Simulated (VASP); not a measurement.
# Ir (I4/mmm) in VASP: single point with PBE

Aim: the single point of Ir with PBE.

Program: VASP 6.6.1. These are calculated values, not measurements. Logs are shortened: lines on timing, memory, paths and dates and some standing lists are left out, and cuts for length are marked.

**1. The cell of the first run**

Symmetry: I4/mmm, No. 139, tetragonal system. Conventional cell: a = 2.715 Å, b = 2.715 Å, c = 3.609 Å, α = 90.00°, β = 90.00°, γ = 90.00°. Ir (site symmetry 4/mmm) has 12 Ir at 2.63 to 2.71 Å within 3.5 Å.

**2. Single point, PBE (strain -0.0600 x Voigt [0, 0, 1, 0, 0, 0])**

Contents of INCAR:

```
  PREC = Accurate
  ENCUT = 520
  EDIFF = 1E-7
  ISMEAR = 0
  SIGMA = 0.15
  LREAL = False
  LASPH = True
  NELM = 60
  ALGO = Normal
  ISIF = 2
  LWAVE = False
  LCHARG = True
  GGA = PE
  LELF = True
  LVHAR = True
  NBANDS = 10
```

Contents of KPOINTS:

```
Automatic mesh
0
Gamma
  22 22 22
```

Contents of POSCAR:

```
Ir
1.0
    0.0000000000      1.9197000000      1.8045180000
    1.9197000000      0.0000000000      1.8045180000
    1.9197000000      1.9197000000      0.0000000000
Ir
1
Direct
    0.0000000000      0.0000000000      0.0000000000
```

Potentials or basis: VASP PAW PBE potentials, release 64 (Ir).

Launch:

```sh
cat potpaw_PBE.64/Ir/POTCAR > POTCAR
mpirun -np 1 vasp_std > vasp.out
```

OUTCAR:

```text
PREC = Accurate
   ENCUT = 520
   EDIFF = 1E-7
   ISMEAR = 0
   LREAL = False
   LASPH = True
   NELM = 60
   ISIF = 2
   GGA = PE

 ion  position               nearest neighbor table
   1  0.000  0.000  0.000-

  LATTYP: Found a body centered tetragonal cell.
 ALAT       =     2.7148657757
 C/A-ratio  =     1.3293607486

  Lattice vectors:

 A1 = (   0.0000000000,  -1.9197000000,  -1.8045180000)
 A2 = (   0.0000000000,   1.9197000000,  -1.8045180000)
 A3 = (   1.9197000000,   0.0000000000,   1.8045180000)

Analysis of symmetry for initial positions (statically):
=====================================================================
 Subroutine PRICEL returns:
 Original cell was already a primitive cell.

 Routine SETGRP: Setting up the symmetry group for a
 body centered tetragonal supercell.

 Subroutine GETGRP returns: Found 16 space group operations
 (whereof 16 operations were pure point group operations)
 out of a pool of 16 trial point group operations.

The static configuration has the point symmetry D_4h.

Analysis of symmetry for dynamics (positions and initial velocities):
=====================================================================
 Subroutine PRICEL returns:
 Original cell was already a primitive cell.

 Routine SETGRP: Setting up the symmetry group for a
 body centered tetragonal supercell.

 Subroutine GETGRP returns: Found 16 space group operations
 (whereof 16 operations were pure point group operations)
 out of a pool of 16 trial point group operations.

The dynamic configuration has the point symmetry D_4h.

 Subroutine INISYM returns: Found 16 space group operations
 (whereof 16 operations are pure point group operations),
 and found     1 'primitive' translations

----------------------------------------------------------------------------------------

                                     Primitive cell

  volume of cell :      13.3002

  direct lattice vectors                    reciprocal lattice vectors
     0.000000000  1.919700000  1.804518000    -0.260457363  0.260457363  0.277082301
     1.919700000  0.000000000  1.804518000     0.260457363 -0.260457363  0.277082301
     1.919700000  1.919700000  0.000000000     0.260457363  0.260457363 -0.277082301

  length of vectors
     2.634678975  2.634678975  2.714865776     0.460923722  0.460923722  0.460923722

  position of ions in fractional coordinates (direct lattice)
     0.000000000  0.000000000  0.000000000

  ion indices of the primitive-cell ions
   primitive index   ion index
                 1           1

----------------------------------------------------------------------------------------

 KPOINTS: Automatic mesh

Automatic generation of k-mesh.
 Grid dimensions read from file:
 generate k-points for:   22   22   22

 Generating k-lattice:

  Cartesian coordinates                     Fractional coordinates (reciprocal lattice)
    -0.011838971  0.011838971  0.012594650     0.045454545 -0.000000000  0.000000000
     0.011838971 -0.011838971  0.012594650    -0.000000000  0.045454545  0.000000000
     0.011838971  0.011838971 -0.012594650     0.000000000  0.000000000  0.045454545

  Length of vectors
     0.020951078  0.020951078  0.020951078

  Shift w.r.t. Gamma in fractional coordinates (k-lattice)
     0.000000000  0.000000000  0.000000000

 Subroutine IBZKPT returns following result:
 ===========================================

 Found    834 irreducible k-points:

 Following reciprocal coordinates:
            Coordinates               Weight
  0.000000  0.000000  0.000000      1.000000
  0.045455 -0.000000  0.000000      8.000000
  0.090909 -0.000000  0.000000      8.000000
  0.136364  0.000000  0.000000      8.000000
  0.181818  0.000000  0.000000      8.000000
  0.227273  0.000000  0.000000      8.000000
[... 16 lines left out ...]
  0.500000  0.045455  0.000000      8.000000
 -0.454545  0.045455  0.000000      8.000000
 [... further k-points ...]
   k-points           NKPTS =    834   k-points in BZ     NKDIM =    834   number of bands    NBANDS=     10
   number of dos      NEDOS =    301   number of ions     NIONS =      1
   total plane-waves  NPLWV =   8000
   dimension x,y,z NGX =    20 NGY =   20 NGZ =   20
   dimension x,y,z NGXF=    40 NGYF=   40 NGZF=   40
   ions per type =               1
   NGX,Y,Z   is equivalent  to a cutoff of  12.62, 12.62, 12.25 a.u.
   NGXF,Y,Z  is equivalent  to a cutoff of  25.24, 25.24, 24.49 a.u.
 SYSTEM =  unknown system
   PREC   = accura    normal or accurate (medium, high low for compatibility)
   ISTART =      0    job   : 0-new  1-cont  2-samecut
   ICHARG =      2    charge: 1-file 2-atom 10-const
   ISPIN  =      1    spin polarized calculation?
   LNONCOLLINEAR =      F non collinear calculations
   LSORBIT =      F    spin-orbit coupling
   LASPH  =      T    aspherical Exc in radial PAW
   ENCUT  =  520.0 eV  38.22 Ry    6.18 a.u.   4.90  4.90  5.05*2*pi/ulx,y,z
   NELM   =     60;   NELMIN=  2; NELMDL= -5     # of ELM steps
   EDIFF  = 0.1E-06   stopping-criterion for ELM
   LREAL  =      F    real-space projection
   EDIFFG = 0.1E-05   stopping-criterion for IOM
   NSW    =      0    number of steps for IOM
   IBRION =     -1    ionic relax: 0-MD 1-quasi-New 2-CG
   NFREE  =      0    steps in history (QN), initial steepest desc. (CG)
   ISIF   =      2    stress and relaxation
   ISYM   =      2    0-nonsym 1-usesym 2-fastsym
   POTIM  = 0.5000    time-step for ionic-motion
   TEBEG  =    0.0;   TEEND  =   0.0 temperature during run
   PSTRESS=    0.0 pullay stress
   NELECT =       9.0000    total number of electrons
   NUPDOWN=      -1.0000    fix difference up-down
   EMIN   =  10.00;   EMAX   =-10.00  energy-range for DOS
   EFERMI =   0.00;   METHOD = LEGACY
   ISMEAR =     0;   SIGMA  =   0.15  broadening in eV -4-tet -1-fermi 0-gaus
   EFERMI_NEDOS =   21; number of points for ismear=-14 and -15
   IALGO  =     38    algorithm
   IMIX   =      4    mixing-type and parameters
     AMIX     =   0.40;   BMIX     =  1.00
     AMIX_MAG =   1.60;   BMIX_MAG =  1.00
  volume/ion in A,a.u.               =      13.30        89.75
  Fermi-wavevector in a.u.,A,eV,Ry     =   1.437263  2.716034 28.105908  2.065726
  Thomas-Fermi vector in A             =   2.556360
   LORBIT       =      0    0 simple, 1 ext, 2 COOP (PROOUT), +10 PAW based schemes
   GGA     = PE    functional components
   LHFCALC =     F    Hartree Fock is set to
   AEXX    =    0.0000 exact exchange contribution
   IVDW    =     0    specifies the selected vdW correction
   LEPSILON=     F    determine dielectric tensor
   LRPA    =     F    only Hartree local field effects (RPA)
 non-spin polarized calculation
 Gauss-broadening in eV      SIGMA  =   0.15
  energy-cutoff  :      520.00
  volume of cell :       13.30
 maximum number of plane-waves:       370
   NGX =  9   NGY =  9   NGZ =  9

 number of electron       8.9999999 magnetization

 Free energy of the ion-electron system (eV)
  ---------------------------------------------------
  ext. energy  EPLUGINS =         0.00000000
  ---------------------------------------------------
  free energy    TOTEN  =        -8.67222716 eV

  energy without entropy =       -8.66136948  energy(sigma->0) =       -8.66679832

 E-fermi :  11.4787     XC(G=0): -14.3572

 val. band max:       11.4761530129   @ k =  -0.1818   0.0000   0.1364
 cond. band min:      11.4795632126   @ k =  -0.1364   0.4091   0.3636
 fundamental gap:      0.0034101998
 Fermi energy:        11.4787194590

 k-point     1 :       0.0000    0.0000    0.0000
  band No.  band energies     occupation
      1      -0.2844      2.00000
      2       7.0009      2.00000
      3       7.0009      2.00000
      4       7.8306      2.00000
      5       9.6215      2.00000
      6      10.7341      2.00000
      7      25.7679      0.00000
      8      30.9386      0.00000
      9      30.9386      0.00000
     10      33.2240      0.00000

 k-point     2 :       0.0455   -0.0000    0.0000
  band No.  band energies     occupation
      1      -0.1854      2.00000
      2       6.9858      2.00000
      3       7.0444      2.00000
      4       7.8325      2.00000
      5       9.6016      2.00000
      6      10.6942      2.00000
      7      25.9444      0.00000
      8      30.6989      0.00000
      9      31.1014      0.00000
     10      33.0403      0.00000

 k-point     3 :       0.0909   -0.0000    0.0000
  band No.  band energies     occupation
      1       0.1043      2.00000
      2       6.9202      2.00000
      3       7.1605      2.00000
      4       7.8670      2.00000
      5       9.5610      2.00000
      6      10.5896      2.00000
      7      26.4438      0.00000
      8      29.8804      0.00000
      9      31.5808      0.00000
     10      33.1564      0.00000

 k-point     4 :       0.1364    0.0000    0.0000
  band No.  band energies     occupation
      1       0.5610      2.00000
      2       6.7924      2.00000
      3       7.3016      2.00000
      4       7.9658      2.00000
      5       9.5588      2.00000
      6      10.4642      2.00000
      7      27.1524      0.00000
      8      28.7555      0.00000
      9      32.3506      0.00000
     10      33.8014      0.00000

 k-point     5 :       0.1818    0.0000    0.0000
  band No.  band energies     occupation
      1       1.1372      2.00000
      2       6.6614      2.00000
      3       7.3901      2.00000
      4       8.0910      2.00000
      5       9.6848      2.00000
      6      10.3905      2.00000
      7      27.2745      0.00000
      8      28.2210      0.00000
      9      33.3705      0.00000
     10      34.7805      0.00000

 k-point     6 :       0.2273    0.0000    0.0000
  band No.  band energies     occupation
      1       1.7490      2.00000
      2       6.6417      2.00000
      3       7.3673      2.00000
      4       8.1606      2.00000
      5      10.0056      2.00000
      6      10.4545      2.00000
      7      26.1715      0.00000
      8      28.6443      0.00000
      9      34.5808      0.00000
     10      35.8632      0.00000
[... 183 lines left out ...]
 k-point    21 :       0.4091    0.0455    0.0000
  band No.  band energies     occupation
      1       2.8503      2.00000
      2       6.9074      2.00000
      3       7.6929      2.00000
      4       8.7557      2.00000
      5      11.8980      0.00008
      6      12.3555      0.00000
      7      21.4063      0.00000
      8      26.1643      0.00000
      9      32.1623      0.00000
     10      33.8786      0.00000

 k-point    22 :       0.4545    0.0455    0.0000
  band No.  band energies     occupation
      1       2.8385      2.00000
      2       6.8000      2.00000
      3       7.5768      2.00000
      4       9.6037      2.00000
      5      12.4341      0.00000
      6      12.7015      0.00000
      7      20.1678      0.00000
      8      25.6444      0.00000
      9      31.4577      0.00000
     10      32.9180      0.00000

 k-point    23 :       0.5000    0.0455    0.0000
  band No.  band energies     occupation
      1       2.8251      2.00000
      2       6.7454      2.00000
      3       7.5151      2.00000
      4      10.1149      2.00000
      5      12.7510      0.00000
      6      12.7997      0.00000
      7      19.4832      0.00000
      8      25.4170      0.00000
      9      31.2543      0.00000
     10      32.3561      0.00000

 k-point    24 :      -0.4545    0.0455    0.0000
  band No.  band energies     occupation
      1       2.8297      2.00000
      2       6.7499      2.00000
      3       7.5149      2.00000
      4      10.0672      2.00000
      5      12.6218      0.00000
      6      12.7160      0.00000
      7      19.6871      0.00000
      8      25.4607      0.00000
      9      31.5973      0.00000
     10      32.2407      0.00000

 [... further k-points ...]
[... 5 lines left out ...]
  --------------------------------------------------------------------------------------
  -------------------------------------------------------------------------------------
  Total        2.5475247      2.5475247      4.7158214      0.0000000      0.0000000     -0.0000000
  in kB      306.8817396    306.8817396    568.0806371      0.0000000      0.0000000     -0.0000000
  external PRESSURE =     393.9480387 kB  Pullay stress =       0.0000000 kB

 VOLUME and BASIS-vectors are now :
 -----------------------------------------------------------------------------
  energy-cutoff  :      520.00
  volume of cell :       13.30
      direct lattice vectors                 reciprocal lattice vectors
     0.000000000  1.919700000  1.804518000    -0.260457363  0.260457363  0.277082301
     1.919700000  0.000000000  1.804518000     0.260457363 -0.260457363  0.277082301
     1.919700000  1.919700000  0.000000000     0.260457363  0.260457363 -0.277082301

 POSITION                                       TOTAL-FORCE (eV/Angst)
 -----------------------------------------------------------------------------------
      0.00000      0.00000      0.00000         0.000000      0.000000      0.000000
 -----------------------------------------------------------------------------------
    total drift:                                0.000000     -0.000000      0.000000

  FREE ENERGIE OF THE ION-ELECTRON SYSTEM (eV)
  ---------------------------------------------------
  free  energy   TOTEN  =        -8.6722271552 eV

  energy  without entropy=       -8.6613694780  energy(sigma->0) =       -8.66679832
```

Wall time 84 s (1 thread of Intel Xeon Platinum 8259CL at 2.50GHz (Skylake/Cascade Lake), shared host); peak memory 0.23 GiB.

What came out:

```yaml
Free_energy: -8.6722 eV
Pressure: 39.4 GPa
```

Caveat: the cell differs from its parent crystal (strain -0.0600 x Voigt [0, 0, 1, 0, 0, 0]); spin-orbit coupling is left out, which moves the levels of the heavy elements.
